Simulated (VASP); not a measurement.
**RbBr: relaxation of cell and atoms with PBEsol**

The system is RbBr.

```
CELL_PARAMETERS angstrom
0.00000 3.42492 3.42492
3.42492 0.00000 3.42492
3.42492 3.42492 0.00000
ATOMIC_POSITIONS crystal
Rb 0.00000 0.00000 0.00000
Br 0.50000 0.50000 0.50000
```

| Item | Value |
| --- | --- |
| Program | VASP 6.6.1 |
| Task | relaxation of cell and atoms |
| Functional | PBEsol |
| Potentials or basis | VASP PAW PBE potentials, release 64 (Rb_sv, Br) |
| Cutoff | 600 eV |
| k mesh | 6 × 6 × 6 |
| Occupations | gaussian, width 0.01 eV |
| Spin | no spin polarisation |
| Target pressure | 15 GPa |
| Dipole correction | no |
| Further INCAR settings | ALGO = Normal; EDIFF = 1e-06; IBRION = 2; EDIFFG = -0.002; NSW = 100; ISIF = 3 |

```json
{"Relaxed volume": "27.14 Å³/atom", "Relaxed cell": "a = 4.250 Å, b = 4.250 Å, c = 4.250 Å, α = 60.00°, β = 60.00°, γ = 60.00°", "Space group after relaxing (to 0.05 Å)": "Fm-3m (No. 225)", "Energy change on relaxing (the enthalpy is what falls)": "+409.9 meV/atom", "Ionic steps": "7", "Pressure after relaxing": "15.0 GPa", "Band gap on the k mesh": "4.57 eV, indirect (least direct gap 4.65 eV)"}
```

Step by step:
| step | energy change (eV) | largest force (eV/Å) | pressure (GPa) | volume (Å³) |
| --- | --- | --- | --- | --- |
| 1 | 0.0000 | 0.0000 | 0.00 | 80.35 |
| 2 | 2.4178 | 0.0000 | 38.87 | 44.07 |
| 3 | 0.7725 | 0.0000 | 14.29 | 54.80 |
| 4 | 0.8132 | 0.0000 | 14.91 | 54.35 |
| 5 | 0.8562 | 0.0000 | 15.55 | 53.90 |
| 6 | 0.7918 | 0.0000 | 14.58 | 54.59 |
| 7 | 0.8199 | 0.0000 | 15.01 | 54.28 |

Final structure:
```
Rb Br
1.0
     0.00000    3.00521    3.00521
     3.00521    0.00000    3.00521
     3.00521    3.00521    0.00000
Rb Br
1 1
Cartesian
  0.0000 0.0000 0.0000
  3.0052 3.0052 3.0052
```

Levels at points of the mesh, in eV from the valence-band top:
```csv
k point,band 4,band 5,band 6,band 7,band 8,band 9,band 10,band 11,band 12
"(0.00, 0.00, 0.00)",-7.98,-7.98,0.00,0.00,0.00,5.38,6.89,6.89,6.89
"(0.50, 0.00, 0.00)",-7.98,-7.62,-1.96,-0.97,-0.97,7.53,8.76,10.41,10.41
"(0.50, 0.50, 0.00)",-8.30,-8.30,-0.34,-0.07,-0.07,4.57,8.69,9.67,11.04
```

Run time: 74 s on 1 thread of Intel(R) Xeon(R) 6975P-C (Granite Rapids), on a shared host, peak memory 0.25 GiB.

Caveat: the cell is relaxed towards a set pressure, so the enthalpy falls and the energy may rise; the volume moved by over 15 % at a fixed basis, so the end points are rough; the PAW data sets were made with another functional, which shifts forces and pressure a little. A k mesh can miss the band edges.
